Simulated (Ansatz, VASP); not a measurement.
Two plane-wave programs on MgS

The input INCAR:

```
SYSTEM = MgS
PREC     = Accurate       ! precision mode
ENCUT    = 600            ! plane-wave cutoff, eV
EDIFF    = 1E-6           ! SCF threshold, eV
ISMEAR   = 0              ! smearing method
SIGMA    = 0.01           ! smearing width, eV
LREAL    = .False.        ! projectors in reciprocal space
LASPH    = .True.         ! aspherical terms in the spheres
NELM     = 120            ! most SCF steps
ALGO     = Normal         ! electronic algorithm
ISIF     = 2              ! what is computed and relaxed
LWAVE    = .False.        ! write WAVECAR
LCHARG   = .False.        ! write CHGCAR
GGA      = PS             ! functional
NBANDS   = 11             ! bands
GGA_COMPAT= .False.
```

KPOINTS

```
regular mesh
0
Gamma
  6 6 6
  0 0 0
```

The input POSCAR:

```
MgS
1.0
    0.0000000000      2.5912657697      2.5912657697
    2.5912657697      0.0000000000      2.5912657697
    2.5912657697      2.5912657697      0.0000000000
Mg S
1 1
Direct
    0.0000000000      0.0000000000      0.0000000000
    0.5000000000      0.5000000000      0.5000000000
```

Input for Ansatz:

```yaml
crystal:
  lattice:
    - [0.0, 2.5912657697, 2.5912657697]
    - [2.5912657697, 0.0, 2.5912657697]
    - [2.5912657697, 2.5912657697, 0.0]
  atoms:
    - { symbol: Mg, position: [0.0, 0.0, 0.0] }
    - { symbol: S, position: [0.5, 0.5, 0.5] }
basis:
  ecutwfc: 600.0
kpoints:
  mp_grid: { grid: [6, 6, 6] }
  band_path:
    path:
      - [0.0, 0.0, 0.0]
      - [0.0, 0.0, 0.0]
      - [0.5, 0.5, 0.0]
      - [0.5, 0.5, 0.5]
      - [0.5, 0.5, 0.5]
      - [0.0049489531, 0.0049489531, 0.0]
      - [-0.0049489531, -0.0049489531, 0.0]
      - [0.0057145588, 0.0057145588, 0.0057145588]
      - [-0.0057145588, -0.0057145588, -0.0057145588]
      - [0.0049489531, 0.0049489531, 0.0]
      - [-0.0049489531, -0.0049489531, 0.0]
      - [0.5049489531, 0.5049489531, 0.0]
      - [0.4950510469, 0.4950510469, 0.0]
      - [0.5, 0.5049489531, 0.0049489531]
      - [0.5, 0.4950510469, -0.0049489531]
      - [0.5057145588, 0.5057145588, 0.5057145588]
      - [0.4942854412, 0.4942854412, 0.4942854412]
      - [0.4965005617, 0.5034994383, 0.5]
      - [0.5034994383, 0.4965005617, 0.5]
      - [0.5057145588, 0.5057145588, 0.5057145588]
      - [0.4942854412, 0.4942854412, 0.4942854412]
      - [0.4965005617, 0.5034994383, 0.5]
      - [0.5034994383, 0.4965005617, 0.5]
    npoints: 1
hamiltonian:
  xc: pbesol
scf:
  occupations: { method: fixed }
  n_extra_bands: 5
output:
  forces: true
  stress: true
  eigenvalues: true
```

Alike in both runs: task single point; functional PBEsol; k mesh 6 × 6 × 6; no spin polarisation.

|  | VASP | Ansatz |
| --- | --- | --- |
| version | VASP 6.6.1 | Ansatz 0.2.0 |
| potentials or method | VASP PAW PBE potentials, release 64 (Mg, S), cutoff 600 eV | scalar-relativistic, plane waves, PAW |
| occupations | gaussian, width 0.01 eV | fixed |
| valence electrons in the cell | 8 | 16 |

|  | VASP | Ansatz | Ansatz less VASP |
| --- | --- | --- | --- |
| gap on the k mesh at the Fermi level (eV) | 2.73 | 2.72 | -0.003 |
| least direct gap on the mesh (eV) | 3.69 | 3.69 | 0.000 |
| pressure (GPa) | -0.2 | 0.0 | +0.19 |

VASP's potentials were made for PBE, not for PBEsol. VASP's potentials hold 8 valence electrons a cell and Ansatz's 16, so a difference there can come from the potentials and not from the codes.
